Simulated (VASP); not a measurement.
# Tl (P6/mmm) in VASP: notebook, part 2 of 2

VASP 6.6.1. Earlier steps stand in the parts before.

## (3) Single point, PBE (volume scaled by 0.58)

INCAR reads:

```
PREC     = Accurate       # precision mode
ENCUT    = 520            # plane-wave cutoff, eV
EDIFF    = 1E-6           # SCF threshold, eV
ISMEAR   = -1             # smearing method
SIGMA    = 0.1            # smearing width, eV
LREAL    = False          # projectors in reciprocal space
LASPH    = True           # aspherical terms in the spheres
NELM     = 80             # most SCF steps
ALGO     = Normal         # electronic algorithm
ISIF     = 2              # what is computed and relaxed
LWAVE    = False          # write WAVECAR
LCHARG   = False          # write CHGCAR
GGA      = PE             # functional
NBANDS   = 12             # bands
```

KPOINTS reads:

```
regular mesh
0
Gamma
  14 14 13
```

POSCAR reads:

```
Tl
1.0
    2.8632149494      0.0000000000      0.0000000000
   -1.4316074747      2.4796168827      0.0000000000
    0.0000000000      0.0000000000      2.6973042076
Tl
1
Direct
    0.0000000000      0.0000000000      0.0000000000
```

Potentials or basis: VASP PAW PBE potentials, release 64 (Tl_d).

Command:

```bash
> cat potpaw_PBE.64/Tl_d/POTCAR > POTCAR
> mpirun -np 1 vasp_std > vasp.out
```

OUTCAR:

```text
PREC = Accurate
   ENCUT = 520
   EDIFF = 1E-6
   ISMEAR = -1
   LREAL = False
   LASPH = True
   NELM = 80
   ISIF = 2
   GGA = PE

 ion  position               nearest neighbor table
   1  0.000  0.000  0.000-

  LATTYP: Found a hexagonal cell.
 ALAT       =     2.8632149494
 C/A-ratio  =     0.9420543883

  Lattice vectors:

 A1 = (   2.8632149494,   0.0000000000,   0.0000000000)
 A2 = (  -1.4316074747,   2.4796168827,   0.0000000000)
 A3 = (   0.0000000000,   0.0000000000,   2.6973042076)

Analysis of symmetry for initial positions (statically):
=====================================================================
 Subroutine PRICEL returns:
 Original cell was already a primitive cell.

 Routine SETGRP: Setting up the symmetry group for a
 hexagonal supercell.

 Subroutine GETGRP returns: Found 24 space group operations
 (whereof 24 operations were pure point group operations)
 out of a pool of 24 trial point group operations.

The static configuration has the point symmetry D_6h.

Analysis of symmetry for dynamics (positions and initial velocities):
=====================================================================
 Subroutine PRICEL returns:
 Original cell was already a primitive cell.

 Routine SETGRP: Setting up the symmetry group for a
 hexagonal supercell.

 Subroutine GETGRP returns: Found 24 space group operations
 (whereof 24 operations were pure point group operations)
 out of a pool of 24 trial point group operations.

The dynamic configuration has the point symmetry D_6h.

 Subroutine INISYM returns: Found 24 space group operations
 (whereof 24 operations are pure point group operations),
 and found     1 'primitive' translations

----------------------------------------------------------------------------------------

                                     Primitive cell

  volume of cell :      19.1500

  direct lattice vectors                    reciprocal lattice vectors
     2.863214949  0.000000000  0.000000000     0.349257746  0.201644054  0.000000000
    -1.431607475  2.479616883  0.000000000     0.000000000  0.403288108  0.000000000
     0.000000000  0.000000000  2.697304208     0.000000000  0.000000000  0.370740533

  length of vectors
     2.863214949  2.863214949  2.697304208     0.403288108  0.403288108  0.370740533

  position of ions in fractional coordinates (direct lattice)
     0.000000000  0.000000000  0.000000000

  ion indices of the primitive-cell ions
   primitive index   ion index
                 1           1

----------------------------------------------------------------------------------------

 KPOINTS: regular mesh

Automatic generation of k-mesh.
 Grid dimensions read from file:
 generate k-points for:   14   14   13

 Generating k-lattice:

  Cartesian coordinates                     Fractional coordinates (reciprocal lattice)
     0.024946982  0.014403147  0.000000000     0.071428571  0.000000000  0.000000000
     0.000000000  0.028806293  0.000000000     0.000000000  0.071428571  0.000000000
     0.000000000  0.000000000  0.028518503     0.000000000  0.000000000  0.076923077

  Length of vectors
     0.028806293  0.028806293  0.028518503

  Shift w.r.t. Gamma in fractional coordinates (k-lattice)
     0.000000000  0.000000000  0.000000000

 Subroutine IBZKPT returns following result:
 ===========================================

 Found    168 irreducible k-points:

 Following reciprocal coordinates:
            Coordinates               Weight
  0.000000  0.000000  0.000000      1.000000
  0.071429  0.000000  0.000000      6.000000
  0.142857  0.000000  0.000000      6.000000
  0.214286  0.000000  0.000000      6.000000
  0.285714  0.000000  0.000000      6.000000
  0.357143  0.000000  0.000000      6.000000
[... 16 lines left out ...]
  0.285714  0.285714  0.000000      6.000000
  0.357143  0.285714  0.000000      6.000000
 [... further k-points ...]
   k-points           NKPTS =    168   k-points in BZ     NKDIM =    168   number of bands    NBANDS=     12
   number of dos      NEDOS =    301   number of ions     NIONS =      1
   total plane-waves  NPLWV =  11520
   dimension x,y,z NGX =    24 NGY =   24 NGZ =   20
   dimension x,y,z NGXF=    48 NGYF=   48 NGZF=   40
   ions per type =               1
   NGX,Y,Z   is equivalent  to a cutoff of  13.94, 13.94, 12.33 a.u.
   NGXF,Y,Z  is equivalent  to a cutoff of  27.87, 27.87, 24.65 a.u.
 SYSTEM =  unknown system
   PREC   = accura    normal or accurate (medium, high low for compatibility)
   ISTART =      0    job   : 0-new  1-cont  2-samecut
   ICHARG =      2    charge: 1-file 2-atom 10-const
   ISPIN  =      1    spin polarized calculation?
   LNONCOLLINEAR =      F non collinear calculations
   LSORBIT =      F    spin-orbit coupling
   LASPH  =      T    aspherical Exc in radial PAW
   ENCUT  =  520.0 eV  38.22 Ry    6.18 a.u.   5.32  5.32  5.02*2*pi/ulx,y,z
   NELM   =     80;   NELMIN=  2; NELMDL= -5     # of ELM steps
   EDIFF  = 0.1E-05   stopping-criterion for ELM
   LREAL  =      F    real-space projection
   EDIFFG = 0.1E-04   stopping-criterion for IOM
   NSW    =      0    number of steps for IOM
   IBRION =     -1    ionic relax: 0-MD 1-quasi-New 2-CG
   NFREE  =      0    steps in history (QN), initial steepest desc. (CG)
   ISIF   =      2    stress and relaxation
   ISYM   =      2    0-nonsym 1-usesym 2-fastsym
   POTIM  = 0.5000    time-step for ionic-motion
   TEBEG  =    0.0;   TEEND  =   0.0 temperature during run
   PSTRESS=    0.0 pullay stress
   NELECT =      13.0000    total number of electrons
   NUPDOWN=      -1.0000    fix difference up-down
   EMIN   =  10.00;   EMAX   =-10.00  energy-range for DOS
   EFERMI =   0.00;   METHOD = LEGACY
   ISMEAR =    -1;   SIGMA  =   0.10  broadening in eV -4-tet -1-fermi 0-gaus
   EFERMI_NEDOS =   21; number of points for ismear=-14 and -15
   IALGO  =     38    algorithm
   IMIX   =      4    mixing-type and parameters
     AMIX     =   0.40;   BMIX     =  1.00
     AMIX_MAG =   1.60;   BMIX_MAG =  1.00
  volume/ion in A,a.u.               =      19.15       129.23
  Fermi-wavevector in a.u.,A,eV,Ry     =   1.438798  2.718934 28.165956  2.070139
  Thomas-Fermi vector in A             =   2.557725
   LORBIT       =      0    0 simple, 1 ext, 2 COOP (PROOUT), +10 PAW based schemes
   GGA     = PE    functional components
   LHFCALC =     F    Hartree Fock is set to
   AEXX    =    0.0000 exact exchange contribution
   IVDW    =     0    specifies the selected vdW correction
   LEPSILON=     F    determine dielectric tensor
   LRPA    =     F    only Hartree local field effects (RPA)
 non-spin polarized calculation
  energy-cutoff  :      520.00
  volume of cell :       19.15
 maximum number of plane-waves:       538
 NGX is ok and might be reduce to    24
   NGX = 11   NGY = 11   NGZ = 11

 number of electron      13.0000003 magnetization

 Free energy of the ion-electron system (eV)
  ---------------------------------------------------
  ext. energy  EPLUGINS =         0.00000000
  ---------------------------------------------------
  free energy    TOTEN  =        -0.79723008 eV

  energy without entropy =       -0.78425956  energy(sigma->0) =       -0.79074482

 E-fermi :  12.0584     XC(G=0): -12.3150

 val. band max:       12.0531958213   @ k =   0.3571   0.2857   0.3077
 cond. band min:      12.0778630377   @ k =   0.2857   0.2143   0.4615
 fundamental gap:      0.0246672163
 Fermi energy:        12.0583578591

 k-point     1 :       0.0000    0.0000    0.0000
  band No.  band energies     occupation
      1      -2.3790      2.00000
      2      -1.7663      2.00000
      3      -0.9687      2.00000
      4      -0.9687      2.00000
      5       0.5809      2.00000
      6       0.5809      2.00000
      7      20.7132      0.00000
      8      23.1523      0.00000
      9      24.5907      0.00000
     10      24.5907      0.00000
     11      26.7086      0.00000
     12      30.6629      0.00000

 k-point     2 :       0.0714    0.0000    0.0000
  band No.  band energies     occupation
      1      -2.3399      2.00000
      2      -1.6247      2.00000
      3      -0.9980      2.00000
      4      -0.8959      2.00000
      5       0.5362      2.00000
      6       0.5716      2.00000
      7      20.9333      0.00000
      8      22.7794      0.00000
      9      23.6267      0.00000
     10      24.0735      0.00000
     11      26.8939      0.00000
     12      31.2068      0.00000
[... 316 lines left out ...]
 k-point    24 :       0.3571    0.2857    0.0000
  band No.  band energies     occupation
      1      -1.8085      2.00000
      2      -0.9540      2.00000
      3      -0.4877      2.00000
      4      -0.0537      2.00000
      5       0.0736      2.00000
      6       7.2408      2.00000
      7       9.6376      2.00000
      8      11.5307      1.98983
      9      27.0894      0.00000
     10      28.4001      0.00000
     11      29.9494      0.00000
     12      32.2670      0.00000

 [... further k-points ...]
[... 5 lines left out ...]
  --------------------------------------------------------------------------------------
  -------------------------------------------------------------------------------------
  Total        6.6595115      6.6595115      6.6381734      0.0000000      0.0000000      0.0000000
  in kB      557.1658515    557.1658515    555.3806036      0.0000000      0.0000000      0.0000000
  external PRESSURE =     556.5707689 kB  Pullay stress =       0.0000000 kB

 VOLUME and BASIS-vectors are now :
 -----------------------------------------------------------------------------
  energy-cutoff  :      520.00
  volume of cell :       19.15
      direct lattice vectors                 reciprocal lattice vectors
     2.863214949  0.000000000  0.000000000     0.349257746  0.201644054  0.000000000
    -1.431607475  2.479616883  0.000000000     0.000000000  0.403288108  0.000000000
     0.000000000  0.000000000  2.697304208     0.000000000  0.000000000  0.370740533

 POSITION                                       TOTAL-FORCE (eV/Angst)
 -----------------------------------------------------------------------------------
      0.00000      0.00000      0.00000         0.000000      0.000000      0.000000
 -----------------------------------------------------------------------------------
    total drift:                                0.000000     -0.000000     -0.000000

  FREE ENERGIE OF THE ION-ELECTRON SYSTEM (eV)
  ---------------------------------------------------
  free  energy   TOTEN  =        -0.7972300786 eV

  energy  without entropy=       -0.7842595577  energy(sigma->0) =       -0.79074482
```

It took 30 s on 1 thread of AMD EPYC 7R43 (Zen 3), shared host; peak memory 0.12 GiB.

Results:

| Item | Value |
| --- | --- |
| Free energy | -0.7972 eV |
| Pressure | 55.7 GPa |

Caveat: spin-orbit coupling is left out, which moves the levels of the heavy elements.
